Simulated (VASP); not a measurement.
# Rh: single point with LDA

Rh:

```xyz
1
Lattice="0.0000 1.8776 1.8776 1.8776 0.0000 1.8776 1.8776 1.8776 0.0000" Properties=species:S:1:pos:R:3 pbc="T T T"
Rh    0.0000    0.0000    0.0000
```

```
Program                : VASP 6.6.1
Task                   : single point
Functional             : LDA
Potentials or basis    : VASP PAW LDA potentials, release 64 (Rh_pv)
Cutoff                 : 520 eV
k mesh                 : 14 × 14 × 14
Occupations            : fermi-dirac, width 0.01 eV
Spin                   : no spin polarisation
Dipole correction      : no
Further INCAR settings : ALGO = Normal; EDIFF = 1e-07; NBANDS = 14
```

| Quantity | Value |
| --- | --- |
| Pressure | 0.5 GPa |

Levels at points of the mesh, in eV from the Fermi level:
```csv
k point,band 3,band 4,band 5,band 6,band 7,band 8,band 9,band 10,band 11,band 12
"(0.00, 0.00, 0.00)",-46.17,-8.26,-3.24,-3.24,-3.24,-0.99,-0.99,15.96,20.31,21.58
"(0.50, 0.00, 0.00)",-46.29,-6.44,-3.32,-3.32,0.68,0.68,0.70,9.04,15.49,20.31
"(0.50, 0.50, 0.00)",-46.48,-6.66,-6.29,0.66,1.12,1.12,3.30,12.79,13.48,13.48
```

It took 9.7 s on 1 thread of Intel(R) Xeon(R) 6975P-C (Granite Rapids), with other jobs on the host, peak memory 0.12 GiB.
